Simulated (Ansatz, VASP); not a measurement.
## Hf in VASP and in Ansatz

The input INCAR:

```
SYSTEM = Hf
ALGO = Normal
EDIFF = 1E-8
ENCUT = 520
GGA = PS
ISIF = 2
ISMEAR = -1
LASPH = .True.
LCHARG = .False.
LEFG = .True.
LREAL = .False.
LWAVE = .False.
NBANDS = 17
NELM = 80
PREC = Accurate
SIGMA = 0.05
```

File KPOINTS:

```
k-points
0
Gamma
  13 13 7
  0 0 0
```

File POSCAR:

```
Hf
1.0
    3.1966985242      0.0000000000      0.0000000000
   -1.5983492621      2.7684221302      0.0000000000
    0.0000000000      0.0000000000      5.0578000000
Hf
2
Direct
    0.3333333333      0.6666666667      0.2500000000
    0.6666666667      0.3333333333      0.7500000000
```

Input for Ansatz:

```yaml
crystal:
  lattice:
    - [3.1966985242, 0.0, 0.0]
    - [-1.5983492621, 2.7684221302, 0.0]
    - [0.0, 0.0, 5.0578]
  atoms:
    - { symbol: Hf, position: [0.3333333333, 0.6666666667, 0.25] }
    - { symbol: Hf, position: [0.6666666667, 0.3333333333, 0.75] }
kpoints:
  mp_grid: { grid: [13, 13, 7] }
  band_path:
    path:
      - [0.0, 0.0, 0.0]
      - [0.5, 0.0, 0.0]
      - [0.3333333333, 0.3333333333, 0.0]
      - [0.0, 0.0, 0.0]
      - [0.0, 0.0, 0.5]
      - [0.5, 0.0, 0.5]
      - [0.3333333333, 0.3333333333, 0.5]
      - [0.0, 0.0, 0.5]
      - [0.5, 0.0, 0.5]
    npoints: 5
scf:
  occupations: { method: fermi_dirac, width: 0.05 }
hamiltonian:
  xc: pbesol
  pseudopotentials: { kind: paw }
output:
  forces: true
  stress: true
  eigenvalues: true
  efg: { contact_densities: true }
```

Alike in both runs: task electric field gradients; functional PBEsol; k mesh 13 × 13 × 7; occupations fermi-dirac, width 0.05 eV; no spin polarisation.

|  | VASP | Ansatz |
| --- | --- | --- |
| version | VASP 6.6.1 | Ansatz 0.2.0 |
| potentials or method | VASP PAW PBE potentials, release 64 (Hf_pv) | PAW with Ansatz's default frozen-core files, scalar-relativistic |
| plane-wave cutoff (eV) | 520 | 420 |
| valence electrons in the cell | 20 | 52 |

|  | VASP | Ansatz | Ansatz less VASP |
| --- | --- | --- | --- |
| pressure (GPa) | -4.1 | -3.7 | +0.38 |
| traceless stress, the component that is largest in VASP (GPa) | -0.20 | -0.14 | +0.066 |
| size of Vzz on the site where it differs most (V/Å²) | 82.3 | 91.8 | +9.58 |

VASP's potentials were made for PBE, not for PBEsol. With one functional, cell and mesh, what is left measures potentials, basis and numerics. VASP's potentials hold 20 valence electrons a cell and Ansatz's 52, so a difference there can come from the potentials and not from the codes.

Spin-orbit coupling is off throughout.
